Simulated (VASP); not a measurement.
Wanted: the native input for a VASP 6.6.1 run.

```
Task                   : electric field gradients
Functional             : PBE
Potentials or basis    : VASP PAW PBE potentials, release 64 (Cd, S)
Cutoff                 : 400 eV
k mesh                 : 4 × 4 × 4
Occupations            : tetrahedron
Spin                   : no spin polarisation
Dipole correction      : no
Further INCAR settings : ALGO = Normal; EDIFF = 1e-08; NBANDS = 16
```

The structure of CdS lies in POSCAR:

```
CdS
1.0
    0.0000000000      2.7532440000      2.7532440000
    2.7532440000      0.0000000000      2.7532440000
    2.7532440000      2.7532440000      0.0000000000
Cd S
1 1
Direct
    0.0000000000      0.0000000000      0.0000000000
    0.5000000000      0.5000000000      0.5000000000
```

These files were run (other wordings do the same):

INCAR

```
SYSTEM = CdS
PREC = Accurate ; ENCUT = 400
EDIFF = 1E-8 ; ISMEAR = -5
SIGMA = 0.1 ; LREAL = .False.
LASPH = .True. ; NELM = 120
ALGO = Normal ; ISIF = 2
LWAVE = .False. ; LCHARG = .False.
GGA = PE ; LEFG = .True.
NBANDS = 16 ; GGA_COMPAT = .False.
```

KPOINTS

```
Automatic mesh
0
Gamma
  4 4 4
  0 0 0
```

Potentials or basis: VASP PAW PBE potentials, release 64 (Cd, S).

The run is started by

```sh
$ cat potpaw_PBE.64/Cd/POTCAR potpaw_PBE.64/S/POTCAR > POTCAR
$ mpirun -np 1 vasp_std > vasp.out
```

It gave:

- Pressure: -0.2 GPa
- Band gap on the k mesh: 0.21 eV, indirect (least direct gap 1.50 eV)

Caveat: the k points lie up to 0.49 Å⁻¹ apart; without QUAD_EFG the Cq values of the log hold for a quadrupole moment of 1 mb, not for the nuclei.

Run time: 7.8 s on 1 thread of Intel Xeon 6455B, with other jobs on the host, peak memory 0.15 GiB.
